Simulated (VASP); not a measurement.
# AlGa3N4 in VASP: further runs, part 2 of 2

VASP 6.6.1. Earlier steps stand in the parts before.

## (3) Single point, r2SCAN (strain -0.050 along x and y, -0.025 along z)

The input, POSCAR:

```
AlGa3N4
1.0
    4.2420772296      0.0000000000      0.0000000000
    0.0000000000      4.2420772296      0.0000000000
    0.0000000000      0.0000000000      4.3537108409
Al Ga N
1 3 4
Direct
    0.0000000000      0.0000000000      0.0000000000
    0.5000000000      0.5000000000      0.0000000000
    0.5000000000      0.0000000000      0.5000000000
    0.0000000000      0.5000000000      0.5000000000
    0.7553510553      0.7553510553      0.2446489447
    0.7553510553      0.2446489447      0.7553510553
    0.2446489447      0.7553510553      0.7553510553
    0.2446489447      0.2446489447      0.2446489447
```

The input, INCAR.step1:

```
PREC     = Accurate       # precision mode
ENCUT    = 520            # plane-wave cutoff, eV
ISMEAR   = 0              # smearing method
SIGMA    = 0.05           # smearing width, eV
LREAL    = False          # projectors in reciprocal space
LASPH    = True           # aspherical terms in the spheres
NELM     = 80             # most SCF steps
NBANDS   = 41             # bands
GGA      = PE             # functional
ALGO     = Normal         # electronic algorithm
EDIFF    = 1E-4           # SCF threshold, eV
LWAVE    = True           # write WAVECAR
LCHARG   = False          # write CHGCAR
```

The input, INCAR.step2:

```
PREC     = Accurate       # precision mode
ENCUT    = 520            # plane-wave cutoff, eV
EDIFF    = 1E-6           # SCF threshold, eV
ISMEAR   = 0              # smearing method
SIGMA    = 0.05           # smearing width, eV
LREAL    = False          # projectors in reciprocal space
LASPH    = True           # aspherical terms in the spheres
NELM     = 80             # most SCF steps
ALGO     = Normal         # electronic algorithm
ISIF     = 2              # what is computed and relaxed
LWAVE    = False          # write WAVECAR
LCHARG   = True           # write CHGCAR
METAGGA  = R2SCAN         # meta-GGA
LMIXTAU  = True         
LELF     = True           # ELF
LVHAR    = True         
NBANDS   = 41             # bands
ISTART   = 1
```

The input, KPOINTS:

```
Automatic mesh
0
Gamma
  6 6 6
```

Potentials or basis: VASP PAW PBE potentials, release 64 (Al, Ga_d, N).

Command:

```bash
$ cat potpaw_PBE.64/Al/POTCAR potpaw_PBE.64/Ga_d/POTCAR potpaw_PBE.64/N/POTCAR > POTCAR
$ cp INCAR.step1 INCAR
$ mpirun -np 1 vasp_std > vasp.out
$ cp INCAR.step2 INCAR
$ mpirun -np 1 vasp_std > vasp.out
```

OUTCAR:

```text
PREC = Accurate
   ENCUT = 520
   EDIFF = 1E-6
   ISMEAR = 0
   LREAL = False
   LASPH = True
   NELM = 80
   ISIF = 2
   METAGGA = R2SCAN
   ISTART = 1

 ion  position               nearest neighbor table
   1  0.000  0.000  0.000-   5 1.81   6 1.81   7 1.81   8 1.81   2 3.00   2 3.00   2 3.00   2 3.00
                             4 3.04   3 3.04   4 3.04   4 3.04   4 3.04   3 3.04   3 3.04   3 3.04
   2  0.500  0.500  0.000-   5 1.87   6 1.87   7 1.87   8 1.87   1 3.00   1 3.00   1 3.00   1 3.00

   3  0.500  0.000  0.500-   5 1.87   6 1.87   7 1.87   8 1.87   1 3.04   1 3.04   1 3.04   1 3.04

   4  0.000  0.500  0.500-   5 1.87   6 1.87   7 1.87   8 1.87   1 3.04   1 3.04   1 3.04   1 3.04

   5  0.755  0.755  0.245-   1 1.81   2 1.87   3 1.87   4 1.87
   6  0.755  0.245  0.755-   1 1.81   2 1.87   3 1.87   4 1.87
   7  0.245  0.755  0.755-   1 1.81   2 1.87   3 1.87   4 1.87
   8  0.245  0.245  0.245-   1 1.81   2 1.87   3 1.87   4 1.87

  LATTYP: Found a simple tetragonal cell.
 ALAT       =     4.2420772296
 C/A-ratio  =     1.0263157895

  Lattice vectors:

 A1 = (   4.2420772296,   0.0000000000,   0.0000000000)
 A2 = (   0.0000000000,   4.2420772296,   0.0000000000)
 A3 = (   0.0000000000,   0.0000000000,   4.3537108409)

Analysis of symmetry for initial positions (statically):
=====================================================================
 Subroutine PRICEL returns:
 Original cell was already a primitive cell.

 Routine SETGRP: Setting up the symmetry group for a
 simple tetragonal supercell.

 Subroutine GETGRP returns: Found  8 space group operations
 (whereof  8 operations were pure point group operations)
 out of a pool of 16 trial point group operations.

The static configuration has the point symmetry D_2d.

Analysis of symmetry for dynamics (positions and initial velocities):
=====================================================================
 Subroutine PRICEL returns:
 Original cell was already a primitive cell.

 Routine SETGRP: Setting up the symmetry group for a
 simple tetragonal supercell.

 Subroutine GETGRP returns: Found  8 space group operations
 (whereof  8 operations were pure point group operations)
 out of a pool of 16 trial point group operations.

The dynamic configuration has the point symmetry D_2d.

 Subroutine INISYM returns: Found  8 space group operations
 (whereof  8 operations are pure point group operations),
 and found     1 'primitive' translations

----------------------------------------------------------------------------------------

                                     Primitive cell

  volume of cell :      78.3460

  direct lattice vectors                    reciprocal lattice vectors
     4.242077230  0.000000000  0.000000000     0.235733568  0.000000000  0.000000000
     0.000000000  4.242077230  0.000000000     0.000000000  0.235733568  0.000000000
     0.000000000  0.000000000  4.353710841     0.000000000  0.000000000  0.229689117

  length of vectors
     4.242077230  4.242077230  4.353710841     0.235733568  0.235733568  0.229689117

  position of ions in fractional coordinates (direct lattice)
     0.000000000  0.000000000  0.000000000
     0.500000000  0.500000000  0.000000000
     0.500000000  0.000000000  0.500000000
[... 67 lines left out ...]
  0.333333  0.000000  0.333333      8.000000
  0.500000  0.000000  0.333333      4.000000
 [... further k-points ...]
   k-points           NKPTS =     40   k-points in BZ     NKDIM =     40   number of bands    NBANDS=     41
   number of dos      NEDOS =    301   number of ions     NIONS =      8
   total plane-waves  NPLWV =  32768
   dimension x,y,z NGX =    32 NGY =   32 NGZ =   32
   dimension x,y,z NGXF=    64 NGYF=   64 NGZF=   64
   ions per type =               1   3   4
   NGX,Y,Z   is equivalent  to a cutoff of  12.54, 12.54, 12.22 a.u.
   NGXF,Y,Z  is equivalent  to a cutoff of  25.08, 25.08, 24.44 a.u.
 SYSTEM =  unknown system
   PREC   = accura    normal or accurate (medium, high low for compatibility)
   ISTART =      1    job   : 0-new  1-cont  2-samecut
   ICHARG =      0    charge: 1-file 2-atom 10-const
   ISPIN  =      1    spin polarized calculation?
   LNONCOLLINEAR =      F non collinear calculations
   LSORBIT =      F    spin-orbit coupling
   LASPH  =      T    aspherical Exc in radial PAW
   ENCUT  =  520.0 eV  38.22 Ry    6.18 a.u.   7.89  7.89  8.10*2*pi/ulx,y,z
   NELM   =     80;   NELMIN=  2; NELMDL=  0     # of ELM steps
   EDIFF  = 0.1E-05   stopping-criterion for ELM
   LREAL  =      F    real-space projection
   EDIFFG = 0.1E-04   stopping-criterion for IOM
   NSW    =      0    number of steps for IOM
   IBRION =     -1    ionic relax: 0-MD 1-quasi-New 2-CG
   NFREE  =      0    steps in history (QN), initial steepest desc. (CG)
   ISIF   =      2    stress and relaxation
   ISYM   =      2    0-nonsym 1-usesym 2-fastsym
   POTIM  = 0.5000    time-step for ionic-motion
   TEBEG  =    0.0;   TEEND  =   0.0 temperature during run
   PSTRESS=    0.0 pullay stress
   NELECT =      62.0000    total number of electrons
   NUPDOWN=      -1.0000    fix difference up-down
   EMIN   =  10.00;   EMAX   =-10.00  energy-range for DOS
   EFERMI =   0.00;   METHOD = LEGACY
   ISMEAR =     0;   SIGMA  =   0.05  broadening in eV -4-tet -1-fermi 0-gaus
   EFERMI_NEDOS =   21; number of points for ismear=-14 and -15
   IALGO  =     38    algorithm
   IMIX   =      4    mixing-type and parameters
     AMIX     =   0.40;   BMIX     =  1.00
     AMIX_MAG =   1.60;   BMIX_MAG =  1.00
  volume/ion in A,a.u.               =       9.79        66.09
  Fermi-wavevector in a.u.,A,eV,Ry     =   1.514258  2.861532 31.197842  2.292977
  Thomas-Fermi vector in A             =   2.623939
   LORBIT       =      0    0 simple, 1 ext, 2 COOP (PROOUT), +10 PAW based schemes
   METAGGA = R2SCAN    functional components
   LHFCALC =     F    Hartree Fock is set to
   AEXX    =    0.0000 exact exchange contribution
   IVDW    =     0    specifies the selected vdW correction
   LEPSILON=     F    determine dielectric tensor
   LRPA    =     F    only Hartree local field effects (RPA)
 non-spin polarized calculation
 Gauss-broadening in eV      SIGMA  =   0.05
  energy-cutoff  :      520.00
  volume of cell :       78.35
 maximum number of plane-waves:      2136
 NGX is ok and might be reduce to    32
   NGX = 15   NGY = 15   NGZ = 17

 number of electron      61.9999989 magnetization

 Free energy of the ion-electron system (eV)
  ---------------------------------------------------
  ext. energy  EPLUGINS =         0.00000000
  ---------------------------------------------------
  free energy    TOTEN  =       -83.77643301 eV

  energy without entropy =      -83.77643301  energy(sigma->0) =      -83.77643301

 E-fermi :   6.9201     XC(G=0): -13.1170

 val. band max:        6.6574658488   @ k =   0.0000   0.0000   0.0000
 cond. band min:      10.3744680256   @ k =   0.0000   0.0000   0.0000
 fundamental gap:      3.7170021768
 Fermi energy:         6.9200594240

 k-point     1 :       0.0000    0.0000    0.0000
  band No.  band energies     occupation
      1     -10.9660      2.00000
      2      -9.0800      2.00000
      3      -9.0531      2.00000
      4      -9.0531      2.00000
      5      -6.9929      2.00000
      6      -6.9754      2.00000
[... 1045 lines left out ...]
     40      17.9922      0.00000
     41      18.0626      0.00000

 [... further k-points ...]

------------------------ aborting loop because EDIFF is reached ----------------------------------------

  FORCE on cell =-STRESS in cart. coord.  units (eV):
  Direction    XX          YY          ZZ          XY          YZ          ZX
  --------------------------------------------------------------------------------------
  -------------------------------------------------------------------------------------
  Total       17.3677960     17.3677960     15.8920946      0.0000000      0.0000000      0.0000000
  in kB      355.1718753    355.1718753    324.9937446      0.0000000      0.0000000      0.0000000
  external PRESSURE =     345.1124984 kB  Pullay stress =       0.0000000 kB

 VOLUME and BASIS-vectors are now :
 -----------------------------------------------------------------------------
  energy-cutoff  :      520.00
  volume of cell :       78.35
      direct lattice vectors                 reciprocal lattice vectors
     4.242077230  0.000000000  0.000000000     0.235733568  0.000000000  0.000000000
     0.000000000  4.242077230  0.000000000     0.000000000  0.235733568  0.000000000
     0.000000000  0.000000000  4.353710841     0.000000000  0.000000000  0.229689117

 POSITION                                       TOTAL-FORCE (eV/Angst)
 -----------------------------------------------------------------------------------
      0.00000      0.00000      0.00000         0.000000      0.000000      0.000000
      2.12104      2.12104      0.00000         0.000000     -0.000000      0.000000
      2.12104      0.00000      2.17686         0.000000      0.000000      0.000000
      0.00000      2.12104      2.17686         0.000000      0.000000      0.000000
      3.20426      3.20426      1.06513         0.098599      0.098599     -0.056913
      3.20426      1.03782      3.28858         0.098599     -0.098599      0.056913
      1.03782      3.20426      3.28858        -0.098599      0.098599      0.056913
      1.03782      1.03782      1.06513        -0.098599     -0.098599     -0.056913
 -----------------------------------------------------------------------------------
    total drift:                                0.000000      0.000000      0.000000

  FREE ENERGIE OF THE ION-ELECTRON SYSTEM (eV)
  ---------------------------------------------------
  free  energy   TOTEN  =       -83.7764330055 eV

  energy  without entropy=      -83.7764330055  energy(sigma->0) =      -83.77643301
```

It took 2.3 min on 1 thread of Intel Xeon 6975P-C (Granite Rapids), shared host; peak memory 0.25 GiB.

What came out:

```yaml
Free_energy: -83.7764 eV
Pressure: 34.5 GPa
Largest_force: 0.151 eV/Å
Band_gap_on_the_k_mesh: 3.72 eV, direct
```

Forces in eV/Å, atoms in the order of the input:
```
Al   0.000  0.000  0.000
Ga   0.000  0.000  0.000
Ga   0.000  0.000  0.000
Ga   0.000  0.000  0.000
N    0.099  0.099 -0.057
N    0.099 -0.099  0.057
N   -0.099  0.099  0.057
N   -0.099 -0.099 -0.057
```

Caveat: the cell differs from its parent crystal (strain -0.050 along x and y, -0.025 along z); the PAW data sets were made with another functional, which shifts forces and pressure a little.

## (4) Single point, r2SCAN (strain -0.050 along x and y, +0.000 along z)

Changes to POSCAR since step 3:

```diff
@@ -4,3 +4,3 @@
     0.0000000000      4.2420772296      0.0000000000
-    0.0000000000      0.0000000000      4.3537108409
+    0.0000000000      0.0000000000      4.4653444522
 Al Ga N
```

The input, INCAR.step1:

```
SYSTEM = AlGa3N4
PREC     = Accurate       ! precision mode
ENCUT    = 520            ! plane-wave cutoff, eV
ISMEAR   = 0              ! smearing method
SIGMA    = 0.05           ! smearing width, eV
LREAL    = .FALSE.        ! projectors in reciprocal space
LASPH    = .TRUE.         ! aspherical terms in the spheres
NELM     = 100            ! most SCF steps
NBANDS   = 41             ! bands
GGA      = PE             ! functional
ALGO     = Normal         ! electronic algorithm
EDIFF    = 1E-4           ! SCF threshold, eV
LWAVE    = .TRUE.         ! write WAVECAR
LCHARG   = .FALSE.        ! write CHGCAR
```

The input, INCAR.step2:

```
SYSTEM = AlGa3N4
PREC     = Accurate       ! precision mode
ENCUT    = 520            ! plane-wave cutoff, eV
EDIFF    = 1E-7           ! SCF threshold, eV
ISMEAR   = 0              ! smearing method
SIGMA    = 0.05           ! smearing width, eV
LREAL    = .FALSE.        ! projectors in reciprocal space
LASPH    = .TRUE.         ! aspherical terms in the spheres
NELM     = 100            ! most SCF steps
ALGO     = Normal         ! electronic algorithm
ISIF     = 2              ! what is computed and relaxed
LWAVE    = .FALSE.        ! write WAVECAR
LCHARG   = .TRUE.         ! write CHGCAR
METAGGA  = R2SCAN         ! meta-GGA
LMIXTAU  = .TRUE.       
LELF     = .TRUE.         ! ELF
LVHAR    = .TRUE.       
NBANDS   = 41             ! bands
ISTART   = 1
```

The input, KPOINTS:

```
Automatic mesh
0
G
  6 6 6
  0 0 0
```

Command:

```bash
$ cat potpaw_PBE.64/Al/POTCAR potpaw_PBE.64/Ga_d/POTCAR potpaw_PBE.64/N/POTCAR > POTCAR
$ cp INCAR.step1 INCAR
$ mpirun -np 1 vasp_std > vasp.out
$ cp INCAR.step2 INCAR
$ mpirun -np 1 vasp_std > vasp.out
```

Run time: 3 min. Hardware: 1 thread of Intel Xeon 6975P-C (Granite Rapids), shared host; peak memory 0.26 GiB.

It converged, with:

```yaml
Free_energy: -84.1165 eV
Pressure: 26.2 GPa
Largest_force: 0.142 eV/Å
Band_gap_on_the_k_mesh: 3.48 eV, direct
```

Forces on the atoms (eV/Å):
```
Al   0.000  0.000  0.000
Ga   0.000  0.000  0.000
Ga   0.000  0.000  0.000
Ga   0.000  0.000  0.000
N    0.099  0.099 -0.023
N    0.099 -0.099  0.023
N   -0.099  0.099  0.023
N   -0.099 -0.099 -0.023
```

Stress tensor (GPa, compression positive):
```
28.60  0.00  0.00
 0.00 28.60  0.00
 0.00  0.00 21.36
```

Levels at points of the mesh, in eV from the valence-band top:
| k point | band 28 | band 29 | band 30 | band 31 | band 32 | band 33 | band 34 | band 35 |
| --- | --- | --- | --- | --- | --- | --- | --- | --- |
| (0.00, 0.00, 0.00) | -2.63 | -0.26 | 0.00 | 0.00 | 3.48 | 3.80 | 3.80 | 4.18 |
| (0.50, 0.00, 0.00) | -1.97 | -1.85 | -1.57 | -1.45 | 5.86 | 6.00 | 7.10 | 7.15 |
| (0.50, 0.50, 0.00) | -0.95 | -0.93 | -0.93 | -0.52 | 8.02 | 8.39 | 8.39 | 8.43 |
| (0.00, 0.00, 0.50) | -1.61 | -1.61 | -1.22 | -1.22 | 5.79 | 5.83 | 6.65 | 6.65 |
| (0.50, 0.00, 0.50) | -1.36 | -1.35 | -1.24 | -0.89 | 7.93 | 8.09 | 8.20 | 8.27 |
| (0.50, 0.50, 0.50) | -0.81 | -0.81 | -0.71 | -0.60 | 6.20 | 6.20 | 6.25 | 7.46 |

Caveat: the cell differs from its parent crystal (strain -0.050 along x and y, +0.000 along z); the PAW data sets were made with another functional, which shifts forces and pressure a little.

## (5) The runs side by side

```tsv
cell	gap on the mesh (eV)	pressure (GPa)	largest force (eV/Å)
a = 4.689 Å, 8 atoms	1.78	-21.0	0.07
a = 4.242, b = 4.242, c = 4.354 Å, 8 atoms	3.72	34.5	0.15
a = 4.242, b = 4.242, c = 4.465 Å, 8 atoms	3.48	26.2	0.14
```

Alike in all rows: task single point; level r2SCAN; potentials or basis VASP PAW PBE potentials, release 64 (Al, Ga_d, N); no spin polarisation; k mesh 6 × 6 × 6; cutoff (eV) 520; smearing gaussian 0.05 eV.

Caveats: the PAW data sets were made with another functional, which shifts forces and pressure a little.

Total energies depend on the potentials used, so only differences within one code and one set of settings carry meaning.
